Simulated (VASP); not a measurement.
# W5C6 (a cell with a defect) in VASP: single point with PBE

Aim: the single point of W5C6 (a cell with a defect) with PBE.

Everything below comes from runs of VASP 6.6.1. Logs are shortened: lines on timing, memory, paths and dates and some standing lists are left out, and cuts for length are marked.

## Step 1: The cell of the first run

The cell holds a defect, 11 atoms: a = 5.061 Å, b = 5.061 Å, c = 5.694 Å, α = 90.00°, β = 90.00°, γ = 120.00°.

## Step 2: Single point, PBE

INCAR

```
SYSTEM = W5C6
PREC = Accurate
ENCUT = 520
EDIFF = 1E-7
ISMEAR = 0
SIGMA = 0.1
LREAL = .False.
LASPH = .True.
NELM = 60
ALGO = Normal
ISIF = 2
LWAVE = .False.
LCHARG = .False.
GGA = PE
NBANDS = 58
```

KPOINTS

```
Automatic mesh
0
Gamma
  6 6 5
  0 0 0
```

POSCAR

```
W5C6
1.0
    0.0000000000     -5.0605931652      0.0000000000
    4.3826022393      2.5302965825      0.0000000000
    0.0000000000      0.0000000000      5.6942504921
W C
5 6
Direct
    0.0000000000      0.0000000000      0.5000000000
    0.3333333333      0.6666666667      0.0000000000
    0.3333333333      0.6666666667      0.5000000000
    0.6666666667      0.3333333333      0.0000000000
    0.6666666667      0.3333333333      0.5000000000
    0.6497219088      0.6497219088      0.2557072937
    0.6497219088      0.6497219088      0.7442927063
    0.0000000000      0.3502780912      0.2557072937
    0.0000000000      0.3502780912      0.7442927063
    0.3502780912      1.0000000000      0.2557072937
    0.3502780912      1.0000000000      0.7442927063
```

Potentials or basis: VASP PAW PBE potentials, release 64 (W_sv, C).

The run is started by

```
cat potpaw_PBE.64/W_sv/POTCAR potpaw_PBE.64/C/POTCAR > POTCAR
mpirun -np 1 vasp_std > vasp.out
```

OUTCAR:

```text
SYSTEM = W5C6
   PREC = Accurate
   ENCUT = 520
   EDIFF = 1E-7
   ISMEAR = 0
   LREAL = .False.
   LASPH = .True.
   NELM = 60
   ISIF = 2
   GGA = PE

 ion  position               nearest neighbor table
   1  0.000  0.000  0.500-   8 2.25   9 2.25  10 2.25  11 2.25   6 2.25   7 2.25   3 2.92   5 2.92
                             3 2.92   5 2.92   5 2.92   3 2.92
   2  0.333  0.667  0.000-  10 2.20  11 2.20   8 2.20   9 2.20   6 2.20   7 2.20   3 2.85   3 2.85
                             4 2.92   4 2.92   4 2.92
   3  0.333  0.667  0.500-  10 2.15  11 2.15   8 2.15   9 2.15   6 2.15   7 2.15   2 2.85   2 2.85
                             1 2.92   5 2.92   5 2.92   1 2.92   1 2.92   5 2.92
   4  0.667  0.333  0.000-   8 2.20   9 2.20  10 2.20  11 2.20   6 2.20   7 2.20   5 2.85   5 2.85
                             2 2.92   2 2.92   2 2.92
   5  0.667  0.333  0.500-   8 2.15   9 2.15  10 2.15  11 2.15   6 2.15   7 2.15   4 2.85   4 2.85
                             1 2.92   3 2.92   3 2.92   1 2.92   1 2.92   3 2.92
   6  0.650  0.650  0.256-   5 2.15   3 2.15   4 2.20   2 2.20   1 2.25
   7  0.650  0.650  0.744-   5 2.15   3 2.15   4 2.20   2 2.20   1 2.25
   8  0.000  0.350  0.256-   5 2.15   3 2.15   4 2.20   2 2.20   1 2.25
   9  0.000  0.350  0.744-   5 2.15   3 2.15   4 2.20   2 2.20   1 2.25
  10  0.350  0.000  0.256-   3 2.15   5 2.15   2 2.20   4 2.20   1 2.25
  11  0.350  0.000  0.744-   3 2.15   5 2.15   2 2.20   4 2.20   1 2.25

  LATTYP: Found a hexagonal cell.
 ALAT       =     5.0605931652
 C/A-ratio  =     1.1252140423

  Lattice vectors:

 A1 = (   0.0000000000,  -5.0605931652,   0.0000000000)
 A2 = (   4.3826022393,   2.5302965825,   0.0000000000)
 A3 = (   0.0000000000,   0.0000000000,   5.6942504921)

Analysis of symmetry for initial positions (statically):
=====================================================================
 Subroutine PRICEL returns:
 Original cell was already a primitive cell.

 Routine SETGRP: Setting up the symmetry group for a
 hexagonal supercell.

 Subroutine GETGRP returns: Found 12 space group operations
 (whereof 12 operations were pure point group operations)
 out of a pool of 24 trial point group operations.

The static configuration has the point symmetry D_3h.

Analysis of symmetry for dynamics (positions and initial velocities):
=====================================================================
 Subroutine PRICEL returns:
 Original cell was already a primitive cell.

 Routine SETGRP: Setting up the symmetry group for a
 hexagonal supercell.

 Subroutine GETGRP returns: Found 12 space group operations
 (whereof 12 operations were pure point group operations)
 out of a pool of 24 trial point group operations.

The dynamic configuration has the point symmetry D_3h.

 Subroutine INISYM returns: Found 12 space group operations
 (whereof 12 operations are pure point group operations),
 and found     1 'primitive' translations

----------------------------------------------------------------------------------------

                                     Primitive cell

  volume of cell :     126.2903

  direct lattice vectors                    reciprocal lattice vectors
     0.000000000 -5.060593165  0.000000000     0.114087470 -0.197605294  0.000000000
     4.382602239  2.530296583  0.000000000     0.228174939  0.000000000  0.000000000
     0.000000000  0.000000000  5.694250492     0.000000000  0.000000000  0.175615738

  length of vectors
     5.060593165  5.060593165  5.694250492     0.228174939  0.228174939  0.175615738

  position of ions in fractional coordinates (direct lattice)
     0.000000000  0.000000000  0.500000000
     0.333333333  0.666666667  0.000000000
     0.333333333  0.666666667  0.500000000
     0.666666667  0.333333333  0.000000000
     0.666666667  0.333333333  0.500000000
     0.649721909  0.649721909  0.255707294
     0.649721909  0.649721909  0.744292706
     0.000000000  0.350278091  0.255707294
     0.000000000  0.350278091  0.744292706
     0.350278091  0.000000000  0.255707294
     0.350278091  0.000000000  0.744292706

  ion indices of the primitive-cell ions
   primitive index   ion index
                 1           1
                 2           2
                 3           3
                 4           4
                 5           5
                 6           6
                 7           7
                 8           8
                 9           9
                10          10
                11          11

----------------------------------------------------------------------------------------

 KPOINTS: Automatic mesh

Automatic generation of k-mesh.
 Grid dimensions read from file:
 generate k-points for:    6    6    5

 Generating k-lattice:

  Cartesian coordinates                     Fractional coordinates (reciprocal lattice)
     0.019014578 -0.032934216  0.000000000     0.166666667  0.000000000  0.000000000
     0.038029157  0.000000000  0.000000000     0.000000000  0.166666667  0.000000000
     0.000000000  0.000000000  0.035123148     0.000000000  0.000000000  0.200000000

  Length of vectors
     0.038029157  0.038029157  0.035123148

  Shift w.r.t. Gamma in fractional coordinates (k-lattice)
     0.000000000  0.000000000  0.000000000

 Subroutine IBZKPT returns following result:
 ===========================================

 Found     21 irreducible k-points:

 Following reciprocal coordinates:
            Coordinates               Weight
  0.000000  0.000000  0.000000      1.000000
  0.166667 -0.000000  0.000000      6.000000
  0.333333 -0.000000  0.000000      6.000000
  0.500000  0.000000  0.000000      3.000000
  0.166667  0.166667  0.000000      6.000000
  0.333333  0.166667  0.000000     12.000000
[... 13 lines left out ...]
  0.333333  0.166667  0.400000     24.000000
  0.333333  0.333333  0.400000      4.000000
   k-points           NKPTS =     21   k-points in BZ     NKDIM =     21   number of bands    NBANDS=     58
   number of dos      NEDOS =    301   number of ions     NIONS =     11
   total plane-waves  NPLWV =  67200
   dimension x,y,z NGX =    40 NGY =   40 NGZ =   42
   dimension x,y,z NGXF=    80 NGYF=   80 NGZF=   84
   ions per type =               5   6
   NGX,Y,Z   is equivalent  to a cutoff of  13.14, 13.14, 12.26 a.u.
   NGXF,Y,Z  is equivalent  to a cutoff of  26.28, 26.28, 24.52 a.u.
 SYSTEM =  W5C6
   PREC   = accura    normal or accurate (medium, high low for compatibility)
   ISTART =      0    job   : 0-new  1-cont  2-samecut
   ICHARG =      2    charge: 1-file 2-atom 10-const
   ISPIN  =      1    spin polarized calculation?
   LNONCOLLINEAR =      F non collinear calculations
   LSORBIT =      F    spin-orbit coupling
   LASPH  =      T    aspherical Exc in radial PAW
   ENCUT  =  520.0 eV  38.22 Ry    6.18 a.u.   9.41  9.41 10.59*2*pi/ulx,y,z
   NELM   =     60;   NELMIN=  2; NELMDL= -5     # of ELM steps
   EDIFF  = 0.1E-06   stopping-criterion for ELM
   LREAL  =      F    real-space projection
   EDIFFG = 0.1E-05   stopping-criterion for IOM
   NSW    =      0    number of steps for IOM
   IBRION =     -1    ionic relax: 0-MD 1-quasi-New 2-CG
   NFREE  =      0    steps in history (QN), initial steepest desc. (CG)
   ISIF   =      2    stress and relaxation
   ISYM   =      2    0-nonsym 1-usesym 2-fastsym
   POTIM  = 0.5000    time-step for ionic-motion
   TEBEG  =    0.0;   TEEND  =   0.0 temperature during run
   PSTRESS=    0.0 pullay stress
   NELECT =      94.0000    total number of electrons
   NUPDOWN=      -1.0000    fix difference up-down
   EMIN   =  10.00;   EMAX   =-10.00  energy-range for DOS
   EFERMI =   0.00;   METHOD = LEGACY
   ISMEAR =     0;   SIGMA  =   0.10  broadening in eV -4-tet -1-fermi 0-gaus
   EFERMI_NEDOS =   21; number of points for ismear=-14 and -15
   IALGO  =     38    algorithm
   IMIX   =      4    mixing-type and parameters
     AMIX     =   0.40;   BMIX     =  1.00
     AMIX_MAG =   1.60;   BMIX_MAG =  1.00
  volume/ion in A,a.u.               =      11.48        77.48
  Fermi-wavevector in a.u.,A,eV,Ry     =   1.483636  2.803666 29.948824  2.201176
  Thomas-Fermi vector in A             =   2.597273
   LORBIT       =      0    0 simple, 1 ext, 2 COOP (PROOUT), +10 PAW based schemes
   GGA     = PE    functional components
   LHFCALC =     F    Hartree Fock is set to
   AEXX    =    0.0000 exact exchange contribution
   IVDW    =     0    specifies the selected vdW correction
   LEPSILON=     F    determine dielectric tensor
   LRPA    =     F    only Hartree local field effects (RPA)
 non-spin polarized calculation
 Gauss-broadening in eV      SIGMA  =   0.10
  energy-cutoff  :      520.00
  volume of cell :      126.29
 maximum number of plane-waves:      3429
 NGX is ok and might be reduce to    40
   NGX = 19   NGY = 19   NGZ = 21

 number of electron      94.0000003 magnetization

 Free energy of the ion-electron system (eV)
  ---------------------------------------------------
  ext. energy  EPLUGINS =         0.00000000
  ---------------------------------------------------
  free energy    TOTEN  =      -115.16578269 eV

  energy without entropy =     -115.12830475  energy(sigma->0) =     -115.14704372

 E-fermi :   8.8649     XC(G=0): -12.7885

 val. band max:        8.8327008342   @ k =   0.3333  -0.0000   0.0000
 cond. band min:       8.8713623680   @ k =   0.1667   0.1667   0.4000
 fundamental gap:      0.0386615338
 Fermi energy:         8.8649262140

 k-point     1 :       0.0000    0.0000    0.0000
  band No.  band energies     occupation
      1     -65.4348      2.00000
      2     -65.3950      2.00000
      3     -64.9490      2.00000
      4     -64.8892      2.00000
      5     -64.8866      2.00000
      6     -29.8694      2.00000
[... 1270 lines left out ...]
     57      13.1159      0.00000
     58      13.5961      0.00000

------------------------ aborting loop because EDIFF is reached ----------------------------------------

  FORCE on cell =-STRESS in cart. coord.  units (eV):
  Direction    XX          YY          ZZ          XY          YZ          ZX
  --------------------------------------------------------------------------------------
  -------------------------------------------------------------------------------------
  Total       -0.5163056     -0.5163056    -10.6775964      0.0000000      0.0000000      0.0000000
  in kB       -6.5500919     -6.5500919   -135.4609249      0.0000000      0.0000000      0.0000000
  external PRESSURE =     -49.5203696 kB  Pullay stress =       0.0000000 kB

 VOLUME and BASIS-vectors are now :
 -----------------------------------------------------------------------------
  energy-cutoff  :      520.00
  volume of cell :      126.29
      direct lattice vectors                 reciprocal lattice vectors
     0.000000000 -5.060593165  0.000000000     0.114087470 -0.197605294  0.000000000
     4.382602239  2.530296583  0.000000000     0.228174939  0.000000000  0.000000000
     0.000000000  0.000000000  5.694250492     0.000000000  0.000000000  0.175615738

 POSITION                                       TOTAL-FORCE (eV/Angst)
 -----------------------------------------------------------------------------------
      0.00000      0.00000      2.84713         0.000000     -0.000000      0.000000
      2.92173      0.00000      0.00000         0.000000     -0.000000      0.000000
      2.92173      0.00000      2.84713         0.000000     -0.000000      0.000000
      1.46087     -2.53030      0.00000         0.000000     -0.000000      0.000000
      1.46087     -2.53030      2.84713         0.000000     -0.000000      0.000000
      2.84747     -1.64399      1.45606         0.010827     -0.006251     -0.040568
      2.84747     -1.64399      4.23819         0.010827     -0.006251      0.040568
      1.53513      0.88631      1.45606        -0.010827     -0.006251     -0.040568
      1.53513      0.88631      4.23819        -0.010827     -0.006251      0.040568
      0.00000     -1.77261      1.45606         0.000000      0.012502     -0.040568
      0.00000     -1.77261      4.23819         0.000000      0.012502      0.040568
 -----------------------------------------------------------------------------------
    total drift:                               -0.000001      0.000000      0.000000

  FREE ENERGIE OF THE ION-ELECTRON SYSTEM (eV)
  ---------------------------------------------------
  free  energy   TOTEN  =      -115.1657826892 eV

  energy  without entropy=     -115.1283047542  energy(sigma->0) =     -115.14704372
```

Wall time 7 min (1 thread of Intel Xeon Platinum 8259CL at 2.50GHz (Skylake/Cascade Lake), shared host); peak memory 0.3 GiB.

Results:

```yaml
Free_energy: -115.1658 eV
Pressure: -5.0 GPa
Largest_force: 0.042 eV/Å
Band_gap_on_the_k_mesh: zero (band 47 reaches 9.44 eV, above the bottom of band 48 at 8.73 eV)
```

Forces in eV/Å, atoms in the order of the input:
```
W    0.000  0.000  0.000
W    0.000  0.000  0.000
W    0.000  0.000  0.000
W    0.000  0.000  0.000
W    0.000  0.000  0.000
C    0.011 -0.006 -0.041
C    0.011 -0.006  0.041
C   -0.011 -0.006 -0.041
C   -0.011 -0.006  0.041
C    0.000  0.013 -0.041
C    0.000  0.013  0.041
```

Caveat: spin-orbit coupling is left out, which moves the levels of the heavy elements.
